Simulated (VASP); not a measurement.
# MgZn7O8 (P1) in VASP: notebook, part 2 of 2

VASP 6.6.1. Earlier steps stand in the parts before.

## (3) Single point, r2SCAN

POSCAR

```
MgZn7O8
1.0
    0.0000144683      0.0002923772     -5.2024423844
    3.2424036545      5.5984817720     -0.0003215311
    3.2424846266     -5.5985285092      0.0003036690
O Mg Zn
8 1 7
Direct
    0.6209510304      0.1672094893      0.3325380321
    0.6204537189      0.1674511450      0.8325586345
    0.6204189404      0.6671403230      0.3322181561
    0.6204120777      0.6672452536      0.8324963309
    0.1192014923      0.3338696205      0.6637038987
    0.1192786546      0.3336047976      0.1661366567
    0.1200167932      0.8345699216      0.6651265248
    0.1191561428      0.8361212064      0.1659225423
   -0.0000129927      0.1675817135      0.3322481630
    1.0017964828      0.1691435630      0.8328912909
    0.0017567248      0.6668378400      0.3305533704
    0.0017298704      0.6670021639      0.8327779955
    0.4992872344      0.3343392972      0.6658650332
    0.4993225032      0.3341780336      0.1655120840
    0.5008558471      0.8341704864      0.6654920023
    0.4992166753      0.8338959698      0.1653954031
```

INCAR.step1

```
PREC = Accurate
ENCUT = 520
ISMEAR = 0
SIGMA = 0.1
LREAL = Auto
LASPH = True
NELM = 60
ISYM = 0
NBANDS = 81
GGA = PE
ALGO = Normal
EDIFF = 1E-4
LWAVE = True
LCHARG = False
```

INCAR.step2

```
PREC = Accurate
ENCUT = 520
EDIFF = 1E-6
ISMEAR = 0
SIGMA = 0.1
LREAL = Auto
LASPH = True
NELM = 60
ALGO = Normal
ISIF = 2
LWAVE = False
LCHARG = True
METAGGA = R2SCAN
LMIXTAU = True
LELF = True
LVHAR = True
ISYM = 0
NBANDS = 81
ISTART = 1
```

KPOINTS

```
Automatic mesh
0
Gamma
  2 2 2
  0.5 0.5 0.5
```

Potentials or basis: VASP PAW PBE potentials, release 64 (O, Mg, Zn).

Launch:

```
$ cat potpaw_PBE.64/O/POTCAR potpaw_PBE.64/Mg/POTCAR potpaw_PBE.64/Zn/POTCAR > POTCAR
$ cp INCAR.step1 INCAR
$ mpirun -np 1 vasp_std > vasp.out
$ cp INCAR.step2 INCAR
$ mpirun -np 1 vasp_std > vasp.out
```

Run time: 13 min. Hardware: 1 thread of Intel Xeon 8259CL, shared host; peak memory 0.33 GiB.

It converged, with:

| Item | Value |
| --- | --- |
| Free energy | -143.1078 eV |
| Pressure | 0.8 GPa |
| Largest force | 0.083 eV/Å |
| Band gap on the k mesh | 3.40 eV |

Forces in eV/Å, atoms in the order of the input:
```
O    0.000  0.001 -0.073
O    0.000 -0.004  0.004
O    0.001 -0.004  0.003
O    0.001 -0.001  0.003
O   -0.070  0.034  0.028
O    0.000 -0.076  0.025
O    0.000 -0.006  0.005
O    0.069  0.033  0.028
Mg  -0.001 -0.005  0.016
Zn   0.009 -0.008  0.015
Zn  -0.011 -0.007  0.016
Zn   0.000 -0.003  0.005
Zn  -0.001  0.010 -0.022
Zn   0.001  0.014 -0.021
Zn   0.001  0.011 -0.010
Zn   0.001  0.011 -0.024
```

Stress tensor (GPa, compression positive):
```
 0.80  0.00  0.00
 0.00  0.80 -0.04
 0.00 -0.04  0.89
```

Levels at points of the mesh, in eV from the valence-band top:
```csv
k point,band 63,band 64,band 65,band 66,band 67,band 68,band 69,band 70,band 71,band 72
"(0.25, 0.25, 0.25)",-0.71,-0.61,-0.49,-0.30,-0.26,4.28,5.49,5.68,7.04,7.66
```

Caveat: the k points lie up to 0.60 Å⁻¹ apart; the PAW data sets were made with another functional, which shifts forces and pressure a little; a shifted mesh leaves out Γ, where band edges can lie.

## (4) Single point, r2SCAN

POSCAR

```
MgZn7O8
1.0
    0.0005708711     -0.0005757718     -5.2050394751
    3.2411196149      5.5980827190      0.0002632068
    3.2409233887     -5.5979694156     -0.0009679859
O Mg Zn
8 1 7
Direct
    0.6208102877      0.1668109726      0.3333252481
    0.6207836817      0.1668421311      0.8331621752
    0.6207652172      0.6670551244      0.3334394902
    0.6214103148      0.6668856640      0.8333363726
    0.1195830416      0.3355106233      0.6669114050
    0.1203874310      0.3340567433      0.1662079693
    0.1195639749      0.8332196656      0.6670449338
    0.1195448286      0.8332525198      0.1646648450
    1.0002629600      0.6670688713      0.8331360336
    1.0017980582      0.1664024382      0.3337791594
    1.0017101545      0.1664148904      0.8316984747
    1.0017204677      0.6685768086      0.3338719112
    0.4994642294      0.3335929543      0.6663319024
    0.5009059324      0.3338036439      0.1664429466
    0.4993937413      0.8338536830      0.6664451352
    0.4994491462      0.8338875738      0.1667025808
```

INCAR.step1

```
SYSTEM = MgZn7O8
  PREC = Accurate
  ENCUT = 520
  ISMEAR = 0
  SIGMA = 0.1
  LREAL = Auto
  LASPH = .TRUE.
  NELM = 100
  NBANDS = 81
  ISYM = 0
  GGA = PE
  ALGO = Normal
  EDIFF = 1E-4
  LWAVE = .TRUE.
  LCHARG = .FALSE.
```

INCAR.step2

```
SYSTEM = MgZn7O8
  PREC = Accurate
  ENCUT = 520
  EDIFF = 1E-6
  ISMEAR = 0
  SIGMA = 0.1
  LREAL = Auto
  LASPH = .TRUE.
  NELM = 100
  ALGO = Normal
  ISIF = 2
  LWAVE = .FALSE.
  LCHARG = .TRUE.
  METAGGA = R2SCAN
  LMIXTAU = .TRUE.
  LELF = .TRUE.
  LVHAR = .TRUE.
  NBANDS = 81
  ISYM = 0
  ISTART = 1
```

KPOINTS is that of step 3.

Launch:

```
$ cat potpaw_PBE.64/O/POTCAR potpaw_PBE.64/Mg/POTCAR potpaw_PBE.64/Zn/POTCAR > POTCAR
$ cp INCAR.step1 INCAR
$ mpirun -np 1 vasp_std > vasp.out
$ cp INCAR.step2 INCAR
$ mpirun -np 1 vasp_std > vasp.out
```

Run time: 14 min. Hardware: 1 thread of Intel Xeon 8259CL, shared host; peak memory 0.32 GiB.

Results (log left out):

| Item | Value |
| --- | --- |
| Free energy | -143.1078 eV |
| Pressure | 0.9 GPa |
| Largest force | 0.093 eV/Å |
| Band gap on the k mesh | 3.40 eV |

Forces in eV/Å, atoms in the order of the input:
```
O    0.001  0.000  0.008
O   -0.002 -0.001  0.009
O   -0.001  0.001  0.007
O    0.000  0.000 -0.072
O    0.072  0.043  0.030
O   -0.001  0.000  0.010
O    0.000 -0.090  0.025
O   -0.073  0.042  0.028
Mg   0.000 -0.003  0.016
Zn   0.001 -0.002  0.003
Zn  -0.003 -0.002  0.002
Zn   0.005 -0.001  0.004
Zn  -0.003  0.001 -0.019
Zn   0.001  0.002 -0.012
Zn   0.001  0.008 -0.020
Zn   0.002  0.002 -0.018
```

Levels at points of the mesh, in eV from the valence-band top:
| k point | band 63 | band 64 | band 65 | band 66 | band 67 | band 68 | band 69 | band 70 | band 71 | band 72 |
| --- | --- | --- | --- | --- | --- | --- | --- | --- | --- | --- |
| (0.25, 0.25, 0.25) | -0.70 | -0.61 | -0.49 | -0.30 | -0.26 | 4.28 | 5.48 | 5.68 | 7.04 | 7.65 |

Caveat: the k points lie up to 0.60 Å⁻¹ apart; the PAW data sets were made with another functional, which shifts forces and pressure a little; a shifted mesh leaves out Γ, where band edges can lie. A k mesh can miss the band edges.

## (5) Single point, r2SCAN

POSCAR

```
MgZn7O8
1.0
   -0.0009515042      0.0024386463     -5.2047014965
    3.2406417559      5.5940088400     -0.0020199723
    3.2439144868     -5.5958983400      0.0031946689
O Mg Zn
8 1 7
Direct
    0.6212343555      0.1663912701      0.3337684341
    0.6213347384      0.1662325251      0.8332371670
    0.6215187048      0.6659846554      0.3333519733
    0.6211834000      0.6664894659      0.8337122470
    0.1206328634      0.3333545584      0.6661453663
    0.1199248623      0.3349627720      0.1670719581
    0.1199159439      0.8323151911      0.6643959997
    0.1198270568      0.8322130086      0.1673298005
    0.0001450932      0.6659007142      0.3332030788
    0.0020743476      0.1655690963      0.3316443791
    0.0019636818      0.1656143016      0.8336939815
    0.0023735615      0.6680177858      0.8340906109
    0.5008970304      0.3339854142      0.6667293412
    0.4997235180      0.3321396518      0.1654029426
    0.4999132534      0.8328775586      0.6658967092
    0.4994782618      0.8337176787      0.1665661766
```

INCAR.step1

```
SYSTEM = MgZn7O8
ALGO = Normal
EDIFF = 1E-4
ENCUT = 520
GGA = PE
ISMEAR = 0
ISYM = 0
LASPH = .True.
LCHARG = .False.
LREAL = Auto
LWAVE = .True.
NBANDS = 81
NELM = 60
PREC = Accurate
SIGMA = 0.1
```

INCAR.step2

```
SYSTEM = MgZn7O8
ALGO = Normal
EDIFF = 1E-6
ENCUT = 520
ISIF = 2
ISMEAR = 0
ISTART = 1
ISYM = 0
LASPH = .True.
LCHARG = .False.
LMIXTAU = .True.
LREAL = Auto
LWAVE = .False.
METAGGA = R2SCAN
NBANDS = 81
NELM = 60
PREC = Accurate
SIGMA = 0.1
```

KPOINTS

```
k-points
0
Gamma
  3 3 3
  0 0 0
```

Launch:

```
$ cat potpaw_PBE.64/O/POTCAR potpaw_PBE.64/Mg/POTCAR potpaw_PBE.64/Zn/POTCAR > POTCAR
$ cp INCAR.step1 INCAR
$ mpirun -np 1 vasp_std > vasp.out
$ cp INCAR.step2 INCAR
$ mpirun -np 1 vasp_std > vasp.out
```

Wall time 34 min (1 thread of Intel Xeon 8259CL, shared host); peak memory 0.39 GiB.

The run converged. Its results:

```
Free energy            : -143.0749 eV
Pressure               : 0.9 GPa
Largest force          : 0.076 eV/Å
Band gap on the k mesh : 1.53 eV
```

Forces on the atoms (eV/Å):
```
O   -0.009  0.017  0.013
O   -0.018 -0.010  0.021
O   -0.022  0.008 -0.072
O    0.028  0.017  0.001
O    0.001 -0.002  0.009
O    0.037  0.029  0.027
O   -0.053  0.033  0.025
O    0.003 -0.069  0.033
Mg   0.013  0.021  0.011
Zn   0.001 -0.010  0.007
Zn   0.004 -0.008 -0.007
Zn   0.000 -0.009  0.023
Zn  -0.025 -0.008 -0.022
Zn   0.029 -0.002 -0.022
Zn   0.024 -0.002 -0.014
Zn  -0.013 -0.006 -0.033
```

Stress tensor (GPa, compression positive):
```
0.80 0.01 0.01
0.01 1.01 0.01
0.01 0.01 0.86
```

Levels at points of the mesh, in eV from the valence-band top:
```csv
k point,band 65,band 66,band 67,band 68,band 69,band 70
"(0.00, 0.00, 0.00)",-0.11,-0.01,0.00,1.53,6.09,6.56
```

Caveat: the PAW data sets were made with another functional, which shifts forces and pressure a little.

## (6) Overview

| cell | k mesh | gap on the mesh (eV) | pressure (GPa) | largest force (eV/Å) |
| --- | --- | --- | --- | --- |
| a = 5.205, b = 6.465, c = 6.468 Å, angles 119.8, 90.1, 90.0°, 16 atoms, atomic positions A | 2 × 2 × 2, shifted | 3.40 | 0.9 | 0.07 |
| a = 5.202, b = 6.470, c = 6.470 Å, angles 119.8, 90.0, 90.0°, 16 atoms, atomic positions B | 2 × 2 × 2, shifted | 3.40 | 0.8 | 0.08 |
| a = 5.205, b = 6.469, c = 6.468 Å, angles 119.9, 90.0, 90.0°, 16 atoms, atomic positions C | 2 × 2 × 2, shifted | 3.40 | 0.9 | 0.09 |
| a = 5.205, b = 6.465, c = 6.468 Å, angles 119.8, 90.1, 90.0°, 16 atoms, atomic positions A | 3 × 3 × 3 | 1.53 | 0.9 | 0.08 |

Alike in all rows: task single point; level r2SCAN; potentials or basis VASP PAW PBE potentials, release 64 (O, Mg, Zn); no spin polarisation; cutoff (eV) 520; smearing gaussian 0.1 eV.

Caveats: some runs use coarse meshes; the PAW data sets were made with another functional, which shifts forces and pressure a little; a shifted mesh leaves out Γ, where band edges can lie (at least some runs).

Total energies depend on the potentials used, so only differences within one code and one set of settings carry meaning.
